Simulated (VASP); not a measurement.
Input of a VASP 6.6.1 run:

File INCAR:

```
PREC     = Accurate       # precision mode
ENCUT    = 520            # plane-wave cutoff, eV
EDIFF    = 1E-6           # SCF threshold, eV
ISMEAR   = 0              # smearing method
SIGMA    = 0.01           # smearing width, eV
LREAL    = False          # projectors in reciprocal space
LASPH    = True           # aspherical terms in the spheres
NELM     = 100            # most SCF steps
ALGO     = Normal         # electronic algorithm
ISIF     = 2              # what is computed and relaxed
LWAVE    = False          # write WAVECAR
LCHARG   = False          # write CHGCAR
GGA      = PE             # functional
NBANDS   = 16             # bands
```

The input KPOINTS:

```
Automatic mesh
0
Gamma
  6 6 6
```

POSCAR

```
GaN
1.0
    0.0000000000      2.2714420665      2.2714420665
    2.2714420665      0.0000000000      2.2714420665
    2.2714420665      2.2714420665      0.0000000000
Ga N
1 1
Direct
    0.0000000000      0.0000000000      0.0000000000
    0.2500000000      0.2500000000      0.2500000000
```

Potentials or basis: VASP PAW PBE potentials, release 64 (Ga_d, N).

The run is started by

```sh
$ cat potpaw_PBE.64/Ga_d/POTCAR potpaw_PBE.64/N/POTCAR > POTCAR
$ mpirun -np 1 vasp_std > vasp.out
```

Question: Estimate the pressure.

Answer: 0.7 GPa.

Question: What does it give for the band gap on the k mesh?

Answer: 1.57 eV.

Caveat: the cell differs from its parent crystal (strain +1.0%).
